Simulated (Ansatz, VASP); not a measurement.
One calculation of Ga, two programs

The input INCAR:

```
PREC = Accurate ; ENCUT = 520
EDIFF = 1E-6 ; ISMEAR = -1
SIGMA = 0.05 ; LREAL = False
LASPH = True ; NELM = 100
ALGO = Normal ; ISIF = 2
LWAVE = False ; LCHARG = True
GGA = PE ; LELF = True
LVHAR = True ; NBANDS = 20
```

Contents of KPOINTS:

```
regular mesh
0
Gamma
  8 8 7
```

POSCAR

```
Ga
1.0
    1.4500000000     -4.0650000000      0.0000000000
    1.4500000000      4.0650000000      0.0000000000
    0.0000000000      0.0000000000      3.2334000000
Ga
2
Direct
    0.1330000000      0.8670000000      0.7500000000
    0.8670000000      0.1330000000      0.2500000000
```

input.yaml

```yaml
crystal:
  lattice:
    - [1.45, -4.065, 0.0]
    - [1.45, 4.065, 0.0]
    - [0.0, 0.0, 3.2334]
  atoms:
    - { symbol: Ga, position: [0.133, 0.867, 0.75] }
    - { symbol: Ga, position: [0.867, 0.133, 0.25] }
hamiltonian:
  xc: pbe
  pseudopotentials: { kind: paw }
kpoints:
  mp_grid: { grid: [8, 8, 7] }
  band_path:
    path:
      - [[0.0, 0.0, 0.0], [0.2818093587, 0.2818093587, 0.0], [0.0, 0.5, 0.0], [0.0, 0.5, 0.5], [0.2818093587, 0.2818093587, 0.5], [0.0, 0.0, 0.5], [0.0, 0.0, 0.0], [-0.5, 0.5, 0.0], [-0.2818093587, 0.7181906413, 0.0], [-0.2818093587, 0.7181906413, 0.5], [-0.5, 0.5, 0.5], [-0.5, 0.5, 0.0]]
      - [[0.0, 0.0, 0.5], [-0.5, 0.5, 0.5]]
    npoints: 14
scf:
  occupations: { method: fermi_dirac, width: 0.05 }
  n_extra_bands: 6
output:
  forces: true
  stress: true
  eigenvalues: true
  fatbands: false
```

Alike in both runs: functional PBE; k mesh 8 × 8 × 7; occupations fermi-dirac, width 0.05 eV; no spin polarisation.

```csv
,VASP,Ansatz
version,VASP 6.6.1,Ansatz 0.2.0
potentials or method,"VASP PAW PBE potentials, release 64 (Ga_d)",Ansatz PAW
plane-wave cutoff (eV),520,420
valence electrons in the cell,26,26
task,single point,band structure
```

|  | VASP | Ansatz | Ansatz less VASP |
| --- | --- | --- | --- |
| gap on the k mesh at the Fermi level (eV) | none | none | - |
| pressure (GPa) | 0.6 | 0.6 | +0.01 |
| traceless stress, the component that is largest in VASP (GPa) | 1.43 | 1.41 | -0.024 |
| rms of the force components (eV/Å) | 0.105 | 0.104 | -0.0007 |

Atom by atom the forces differ by 0.001 eV/Å (rms over components). A gap of «none» marks a metal or a gap that the smearing closes. The functional is the same, so the differences come from potentials, cutoffs and numerics.
